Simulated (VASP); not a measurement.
Wanted: the native input for a VASP 6.6.1 run.

- Task: single point
- Functional: PBE
- Potentials or basis: VASP PAW PBE potentials, release 64 (Cs_sv, Sn_d, I)
- Cutoff: 520 eV
- k mesh: 6 × 6 × 6
- Occupations: gaussian, width 0.02 eV
- Spin: no spin polarisation
- Dipole correction: no
- Further INCAR settings: ALGO = Normal; EDIFF = 1e-07; NBANDS = 30

The structure of CsSnI3 lies in POSCAR:

```
CsSnI3
1.0
    6.2831691289      0.0000000000      0.0000000000
    0.0000000000      6.2831691289      0.0000000000
    0.0000000000      0.0000000000      6.2831691289
Cs Sn I
1 1 3
Direct
    0.0000000000      0.0000000000      0.0000000000
    0.5000000000      0.5000000000      0.5000000000
    0.0000000000      0.5000000000      0.5000000000
    0.5000000000      0.0000000000      0.5000000000
    0.5000000000      0.5000000000      0.0000000000
```

The input as run:

INCAR

```
SYSTEM = CsSnI3
PREC = Accurate
ENCUT = 520
EDIFF = 1E-7
ISMEAR = 0
SIGMA = 0.02
LREAL = .False.
LASPH = .True.
NELM = 100
ALGO = Normal
ISIF = 2
LWAVE = .False.
LCHARG = .False.
GGA = PE
NBANDS = 30
```

KPOINTS

```
regular mesh
0
Gamma
  6 6 6
  0 0 0
```

Potentials or basis: VASP PAW PBE potentials, release 64 (Cs_sv, Sn_d, I).

The run is started by

```sh
$ cat potpaw_PBE.64/Cs_sv/POTCAR potpaw_PBE.64/Sn_d/POTCAR potpaw_PBE.64/I/POTCAR > POTCAR
$ mpirun -np 1 vasp_std > vasp.out
```

Results of the run:

| Property | Result |
| --- | --- |
| Pressure | 0.0 GPa |
| Band gap on the k mesh | 0.47 eV, direct |

Caveat: spin-orbit coupling is left out, which moves the levels of the heavy elements.

Run time: 3.5 min on 1 thread of Oxide Virtual Turin-like Processor, with other jobs on the host, peak memory 0.38 GiB.
